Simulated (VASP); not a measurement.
Input of a VASP 6.6.1 run:

INCAR

```
ALGO = Normal
EDIFF = 1E-7
ENCUT = 520
GGA = PE
ISIF = 2
ISMEAR = -1
LASPH = True
LCHARG = False
LREAL = False
LWAVE = False
NBANDS = 17
NELM = 100
PREC = Accurate
SIGMA = 0.1
```

The input KPOINTS:

```
k-points
0
Gamma
  12 12 12
```

POSCAR

```
SnTe
1.0
    0.0000000000      3.2040621630      3.2040621630
    3.2040621630      0.0000000000      3.2040621630
    3.2040621630      3.2040621630      0.0000000000
Sn Te
1 1
Direct
    0.0000000000      0.0000000000      0.0000000000
    0.5000000000      0.5000000000      0.5000000000
```

Potentials or basis: VASP PAW PBE potentials, release 64 (Sn_d, Te).

Run with:

```console
$ cat potpaw_PBE.64/Sn_d/POTCAR potpaw_PBE.64/Te/POTCAR > POTCAR
$ mpirun -np 1 vasp_std > vasp.out
```

(1) Estimate the pressure.

Results:

(1) 0.0 GPa.
